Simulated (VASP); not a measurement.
Ni, 1 atom in the cell. It takes space group Fm-3m (No. 225, cubic). Conventional cell: a = 3.355 Å, b = 3.355 Å, c = 3.355 Å, α = 90.00°, β = 90.00°, γ = 90.00°. Within 3.1 Å of Ni (site symmetry m-3m) lie 12 Ni at 2.37 Å. 

| Property | Result |
| --- | --- |
| Program | VASP 6.6.1 |
| Task | single point |
| Functional | LDA |
| Potentials or basis | VASP PAW LDA potentials, release 64 (Ni) |
| Cutoff | 520 eV |
| k mesh | 18 × 18 × 18 |
| Occupations | fermi-dirac, width 0.08 eV |
| Spin | collinear spin, ferromagnetic start |
| Starting moments | [1.0] μB |
| Dipole correction | no |
| Further INCAR settings | ALGO = Normal; EDIFF = 1e-06; NBANDS = 15 |

Potentials or basis: VASP PAW LDA potentials, release 64 (Ni).

Launch:

```bash
$ cat potpaw_LDA.64/Ni/POTCAR > POTCAR
$ mpirun -np 1 vasp_std > vasp.out
```

Hardware: 1 thread of Intel Xeon 8259CL, with other jobs on the host.

Task: Estimate the wall time of this run.

Result: Wall time 69 s on 1 thread of Intel Xeon 8259CL, with other jobs on the host, peak memory 0.15 GiB. Counts: scf iterations 13, k points 195.
